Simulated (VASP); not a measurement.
# Mg3Zn2O (P6/mmm) in VASP: notebook, part 2 of 3

VASP 6.6.1. Earlier steps stand in the parts before.

**3. Single point, PBE**

This run uses another cell than the first one, of 20.59 Å³/atom.

INCAR reads:

```
SYSTEM = Mg3Zn2O
PREC = Accurate
ENCUT = 520
EDIFF = 1E-7
ISMEAR = 0
SIGMA = 0.1
LREAL = .FALSE.
LASPH = .TRUE.
NELM = 60
ALGO = Normal
ISIF = 2
LWAVE = .FALSE.
LCHARG = .FALSE.
GGA = PE
NBANDS = 27
```

KPOINTS reads:

```
Automatic mesh
0
G
  6 6 6
  0 0 0
```

POSCAR reads:

```
Mg3Zn2O
1.0
    5.7263457115      0.0000000030      0.0000000000
   -2.8631728583      4.9591608556      0.0000000000
    0.0000000000      0.0000000000      4.3509514800
Mg Zn O
3 2 1
Direct
    0.5000000000      0.0000000000      0.5000000000
    0.5000000000      0.5000000000      0.5000000000
    0.0000000000      0.5000000000      0.5000000000
    0.3333333333      0.6666666667      0.0000000000
    0.6666666667      0.3333333333      0.0000000000
    0.0000000000      0.0000000000      0.0000000000
```

Potentials or basis: VASP PAW PBE potentials, release 64 (Mg, Zn, O).

The run is started by

```console
cat potpaw_PBE.64/Mg/POTCAR potpaw_PBE.64/Zn/POTCAR potpaw_PBE.64/O/POTCAR > POTCAR
mpirun -np 1 vasp_std > vasp.out
```

Wall time 1.9 min (1 thread of Intel Xeon 6975P-C (Granite Rapids), shared host); peak memory 0.3 GiB.

The run converged. Its results:

| Quantity | Value |
| --- | --- |
| Free energy | -9.4936 eV |
| Pressure | -0.1 GPa |
| Band gap on the k mesh | zero (bands 18 and 19 overlap by 1.71 eV) |

Stress tensor (GPa, compression positive):
```
-0.18  0.00  0.00
 0.00 -0.18  0.00
 0.00  0.00 -0.06
```

Levels at points of the mesh, in eV from the Fermi level:
| k point | band 15 | band 16 | band 17 | band 18 | band 19 | band 20 | band 21 | band 22 |
| --- | --- | --- | --- | --- | --- | --- | --- | --- |
| (0.00, 0.00, 0.00) | -1.61 | -1.20 | -1.01 | -1.01 | 0.42 | 1.31 | 2.00 | 2.00 |
| (0.50, 0.00, 0.00) | -0.90 | -0.79 | -0.58 | 0.12 | 0.63 | 1.61 | 2.45 | 2.91 |
| (0.00, 0.00, 0.50) | -1.46 | -1.28 | -1.28 | -0.98 | 0.46 | 0.46 | 2.03 | 2.03 |
| (0.50, 0.00, 0.50) | -3.48 | -1.76 | -1.49 | -0.52 | 0.73 | 1.06 | 1.71 | 1.96 |

**4. Relaxation of cell and atoms, PBE**

INCAR reads:

```
PREC = Accurate ; ENCUT = 600
EDIFF = 1E-6 ; ISMEAR = 0
SIGMA = 0.1 ; LREAL = F
LASPH = T ; NELM = 80
ALGO = Normal ; ISIF = 3
LWAVE = F ; LCHARG = F
GGA = PE ; IBRION = 2
NSW = 90 ; EDIFFG = -0.04
```

KPOINTS reads:

```
regular mesh
0
Gamma
  6 6 6
```

POSCAR reads:

```
Mg3Zn2O
1.0
    5.5527431900      0.0000000000      0.0000000000
   -2.7763716000      4.8088166700      0.0000000000
    0.0000000000      0.0000000000      3.1775222800
Mg Zn O
3 2 1
Direct
    0.5000000000      0.0000000000      0.5000000000
    0.5000000000      0.5000000000      0.5000000000
    0.0000000000      0.5000000000      0.5000000000
    0.3333333300      0.6666666700      0.0000000000
    0.6666666700      0.3333333300      0.0000000000
    0.0000000000      0.0000000000      0.0000000000
```

Potentials or basis: VASP PAW PBE potentials, release 64 (Mg, Zn, O).

The run is started by

```console
cat potpaw_PBE.64/Mg/POTCAR potpaw_PBE.64/Zn/POTCAR potpaw_PBE.64/O/POTCAR > POTCAR
mpirun -np 1 vasp_std > vasp.out
```

OUTCAR:

```text
PREC = Accurate
   ENCUT = 600
   EDIFF = 1E-6
   ISMEAR = 0
   LREAL = F
   LASPH = T
   NELM = 80
   ISIF = 3
   GGA = PE
   IBRION = 2
   NSW = 90
   EDIFFG = -0.04

 ion  position               nearest neighbor table
   1  0.500  0.000  0.500-   4 2.26   5 2.26   4 2.26   5 2.26   3 2.78   3 2.78   2 2.78   2 2.78

   2  0.500  0.500  0.500-   4 2.26   5 2.26   4 2.26   5 2.26   3 2.78   3 2.78   1 2.78   1 2.78

   3  0.000  0.500  0.500-   4 2.26   5 2.26   4 2.26   5 2.26   2 2.78   2 2.78   1 2.78   1 2.78

   4  0.333  0.667  0.000-   3 2.26   3 2.26   1 2.26   1 2.26   2 2.26   2 2.26
   5  0.667  0.333  0.000-   3 2.26   3 2.26   1 2.26   1 2.26   2 2.26   2 2.26
   6  0.000  0.000  0.000-

  LATTYP: Found a hexagonal cell.
 ALAT       =     5.5527431900
 C/A-ratio  =     0.5722436949

  Lattice vectors:

 A1 = (   5.5527431900,   0.0000000000,   0.0000000000)
 A2 = (  -2.7763716000,   4.8088166700,   0.0000000000)
 A3 = (   0.0000000000,   0.0000000000,   3.1775222800)

Analysis of symmetry for initial positions (statically):
=====================================================================
 Subroutine PRICEL returns:
 Original cell was already a primitive cell.

 Routine SETGRP: Setting up the symmetry group for a
 hexagonal supercell.

 Subroutine GETGRP returns: Found 24 space group operations
 (whereof 24 operations were pure point group operations)
 out of a pool of 24 trial point group operations.

The static configuration has the point symmetry D_6h.

Analysis of symmetry for dynamics (positions and initial velocities):
=====================================================================
 Subroutine PRICEL returns:
 Original cell was already a primitive cell.

 Routine SETGRP: Setting up the symmetry group for a
 hexagonal supercell.

 Subroutine GETGRP returns: Found 24 space group operations
 (whereof 24 operations were pure point group operations)
 out of a pool of 24 trial point group operations.

The dynamic configuration has the point symmetry D_6h.

[... 108 lines left out ...]
   EDIFFG = -.4E-01   stopping-criterion for IOM
   NSW    =     90    number of steps for IOM
   IBRION =      2    ionic relax: 0-MD 1-quasi-New 2-CG
   NFREE  =      1    steps in history (QN), initial steepest desc. (CG)
   ISIF   =      3    stress and relaxation
   ISYM   =      2    0-nonsym 1-usesym 2-fastsym
   POTIM  = 0.5000    time-step for ionic-motion
   TEBEG  =    0.0;   TEEND  =   0.0 temperature during run
   PSTRESS=    0.0 pullay stress
   NELECT =      36.0000    total number of electrons
   NUPDOWN=      -1.0000    fix difference up-down
   EMIN   =  10.00;   EMAX   =-10.00  energy-range for DOS
   EFERMI =   0.00;   METHOD = LEGACY
   ISMEAR =     0;   SIGMA  =   0.10  broadening in eV -4-tet -1-fermi 0-gaus
   EFERMI_NEDOS =   21; number of points for ismear=-14 and -15
   IALGO  =     38    algorithm
   IMIX   =      4    mixing-type and parameters
     AMIX     =   0.40;   BMIX     =  1.00
     AMIX_MAG =   1.60;   BMIX_MAG =  1.00
  volume/ion in A,a.u.               =      14.14        95.43
  Fermi-wavevector in a.u.,A,eV,Ry     =   1.230167  2.324679 20.589856  1.513312
  Thomas-Fermi vector in A             =   2.365026
   LORBIT       =      0    0 simple, 1 ext, 2 COOP (PROOUT), +10 PAW based schemes
   GGA     = PE    functional components
   LHFCALC =     F    Hartree Fock is set to
   AEXX    =    0.0000 exact exchange contribution
   IVDW    =     0    specifies the selected vdW correction
   LEPSILON=     F    determine dielectric tensor
   LRPA    =     F    only Hartree local field effects (RPA)
 conjugate gradient relaxation of ions
 non-spin polarized calculation
 Gauss-broadening in eV      SIGMA  =   0.10
  energy-cutoff  :      600.00
  volume of cell :       84.85
 maximum number of plane-waves:      2848
 NGX is ok and might be reduce to    48
   NGX = 23   NGY = 23   NGZ = 13

--------------------------------------- Ionic step        1  -------------------------------------------

 number of electron      35.9999997 magnetization

 Free energy of the ion-electron system (eV)
  ---------------------------------------------------
  ext. energy  EPLUGINS =         0.00000000
  ---------------------------------------------------
  free energy    TOTEN  =        -4.50223566 eV

  energy without entropy =       -4.49178719  energy(sigma->0) =       -4.49701143

 E-fermi :   3.3864     XC(G=0): -10.3217

 val. band max:        3.3291653371   @ k =   0.5000  -0.0000   0.1667
 cond. band min:       3.4840621792   @ k =   0.3333  -0.0000   0.3333
 fundamental gap:      0.1548968421
 Fermi energy:         3.3864388052

 k-point     1 :       0.0000    0.0000    0.0000
  band No.  band energies     occupation
      1     -12.3719      2.00000
      2      -6.2737      2.00000
      3      -5.7966      2.00000
      4      -5.3608      2.00000
      5      -5.3608      2.00000
      6      -5.3337      2.00000
[... 870 lines left out ...]
--------------------------------------- Ionic step        8  -------------------------------------------

 number of electron      36.0000038 magnetization

 Free energy of the ion-electron system (eV)
  ---------------------------------------------------
  ext. energy  EPLUGINS =         0.00000000
  ---------------------------------------------------
  free energy    TOTEN  =        -9.39736656 eV

  energy without entropy =       -9.37759594  energy(sigma->0) =       -9.38748125

 E-fermi :   1.4483     XC(G=0):  -8.8995

 val. band max:        1.4466831044   @ k =   0.3333   0.1667   0.3333
 cond. band min:       1.4615680522   @ k =   0.1667  -0.0000   0.1667
 fundamental gap:      0.0148849478
 Fermi energy:         1.4483280826

 k-point     1 :       0.0000    0.0000    0.0000
  band No.  band energies     occupation
      1     -14.0445      2.00000
      2      -6.3105      2.00000
      3      -6.0024      2.00000
      4      -5.9409      2.00000
      5      -5.9409      2.00000
      6      -5.8503      2.00000
[... 624 lines left out ...]
  FREE ENERGIE OF THE ION-ELECTRON SYSTEM (eV)
  ---------------------------------------------------
  free  energy   TOTEN  =        -9.3973665573 eV

  energy  without entropy=       -9.3775959399  energy(sigma->0) =       -9.38748125

 reached required accuracy - stopping structural energy minimisation
```

OSZICAR:

```text
N       E                     dE             d eps       ncg     rms          rms(c)
DAV:   1     0.217634009322E+03    0.21763E+03   -0.18370E+04  1232   0.209E+03
DAV:   2     0.147415162995E+02   -0.20289E+03   -0.19803E+03  1298   0.386E+02
DAV:   3    -0.678811399047E+01   -0.21530E+02   -0.20685E+02  1598   0.108E+02
DAV:   4    -0.744001934140E+01   -0.65191E+00   -0.64426E+00  1274   0.165E+01
[... 110 lines left out ...]
DAV:   7    -0.939822721675E+01    0.21945E-01   -0.52496E-02  1368   0.897E-01    0.360E-01
DAV:   8    -0.939744388428E+01    0.78333E-03   -0.13148E-02  1392   0.406E-01    0.122E-01
DAV:   9    -0.939736520090E+01    0.78683E-04   -0.74120E-04  1366   0.132E-01    0.254E-02
DAV:  10    -0.939736637518E+01   -0.11743E-05   -0.63946E-05  1388   0.484E-02    0.586E-03
DAV:  11    -0.939736655728E+01   -0.18210E-06   -0.36480E-06  1036   0.175E-02
   8 F= -.93973666E+01 E0= -.93874812E+01  d E =-.342258E+00
```

It took 8.5 min on 1 thread of Intel Xeon 6975P-C (Granite Rapids), shared host; peak memory 0.29 GiB.

What came out:

```yaml
Free_energy: -9.3974 eV
Relaxed_volume: 20.35 Å³/atom
Relaxed_cell: a = 5.736 Å, b = 5.736 Å, c = 4.285 Å, α = 90.00°, β = 90.00°, γ = 120.00°
Space_group_after_relaxing_to_0.1_Å: P6/mmm (No. 191)
Energy_gained_by_relaxing: 815.9 meV/atom
Ionic_steps: 8
Pressure_after_relaxing: -0.2 GPa
Band_gap_on_the_k_mesh: zero (bands 18 and 19 overlap by 1.83 eV)
```

The path:
| step | energy change (eV) | largest force (eV/Å) | pressure (GPa) | volume (Å³) |
| --- | --- | --- | --- | --- |
| 1 | 0.0000 | 0.0000 | 41.33 | 84.85 |
| 2 | -4.5140 | 0.0000 | -2.32 | 137.43 |
| 3 | -4.5489 | 0.0000 | 0.01 | 128.97 |
| 4 | -4.5529 | 0.0000 | -0.73 | 131.43 |
| 5 | -4.6272 | 0.0000 | -0.72 | 129.98 |
| 6 | -4.8396 | 0.0000 | -0.44 | 125.29 |
| 7 | -4.6579 | 0.0000 | 1.46 | 114.58 |
| 8 | -4.8951 | 0.0000 | -0.19 | 122.10 |

Final structure:
```
CELL_PARAMETERS angstrom
5.73617 0.00000 0.00000
-2.86808 4.96766 0.00000
0.00000 0.00000 4.28484
ATOMIC_POSITIONS crystal
Mg 0.50000 0.00000 0.50000
Mg 0.50000 0.50000 0.50000
Mg 0.00000 0.50000 0.50000
Zn 0.33333 0.66667 0.00000
Zn 0.66667 0.33333 0.00000
O 0.00000 0.00000 0.00000
```

Levels at points of the mesh, in eV from the Fermi level:
```tsv
k point	band 16	band 17	band 18	band 19	band 20	band 21
(0.00, 0.00, 0.00)	-1.12	-1.07	-1.07	0.54	1.55	2.02
(0.50, 0.00, 0.00)	-0.79	-0.59	0.11	0.77	1.73	2.67
(0.00, 0.00, 0.50)	-1.28	-1.28	-0.95	0.43	0.43	2.10
(0.50, 0.00, 0.50)	-1.76	-1.47	-0.53	0.81	1.04	1.81
```

Caveat: the volume moved by over 15 % at a fixed basis, so the end points are rough.

[end of part 2 of 3]
